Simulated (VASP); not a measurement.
**BaTiO3: single point with PBEsol+D3(BJ)**

Crystal: BaTiO3.

```
Ba Ti O
1.0
     0.00211   -2.79630   -2.79325
    -3.95449    2.79987   -2.79385
     3.95020    2.79389   -2.79380
Ba Ti O
2 2 6
Direct
  0.00489 0.49619 0.50033
  0.00489 0.99619 0.00033
  0.51330 0.98771 0.50025
  0.51326 0.48771 0.00025
  0.49639 0.25659 0.24861
  0.49640 0.75658 0.74861
  0.49643 0.75662 0.25228
  0.49642 0.25662 0.75228
  0.99278 0.00478 0.50042
  0.99279 0.50478 0.00042
```

| Quantity | Value |
| --- | --- |
| Program | VASP 6.6.1 |
| Task | single point |
| Functional | PBEsol |
| Dispersion | D3(BJ) |
| Potentials or basis | VASP PAW PBE potentials, release 64 (Ba_sv, Ti_sv, O) |
| Cutoff | 520 eV |
| k mesh | 7 × 5 × 5 |
| Occupations | fermi-dirac, width 0.05 eV |
| Spin | no spin polarisation |
| Dipole correction | no |
| Further INCAR settings | ALGO = Normal; EDIFF = 1e-07; NBANDS = 51 |

```json
{
 "Pressure": "2.1 GPa",
 "Largest force": "0.040 eV/Å",
 "Band gap on the k mesh": "2.08 eV",
 "Dispersion energy per atom": "-0.275 eV"
}
```

Forces on the atoms (eV/Å):
```
Ba  -0.016  0.024  0.000
Ba  -0.016  0.024  0.000
Ti  -0.023  0.033  0.000
Ti  -0.023  0.033 -0.001
O    0.024 -0.012  0.000
O    0.023 -0.011  0.000
O    0.008 -0.023  0.012
O    0.008 -0.023  0.012
O    0.008 -0.023 -0.012
O    0.008 -0.023 -0.011
```

Levels at points of the mesh, in eV from the valence-band top:
```tsv
k point	band 37	band 38	band 39	band 40	band 41	band 42	band 43	band 44
(0.00, 0.00, 0.00)	-0.31	-0.22	-0.22	-0.09	2.08	2.08	2.18	3.86
```

It took 24 min on 1 thread of Intel Xeon 8259CL, on a shared host, peak memory 0.55 GiB.

Caveat: the PAW data sets were made with another functional, which shifts forces and pressure a little; spin-orbit coupling is left out, which moves the levels of the heavy elements. As with any semilocal functional, this PBEsol gap is likely too small.
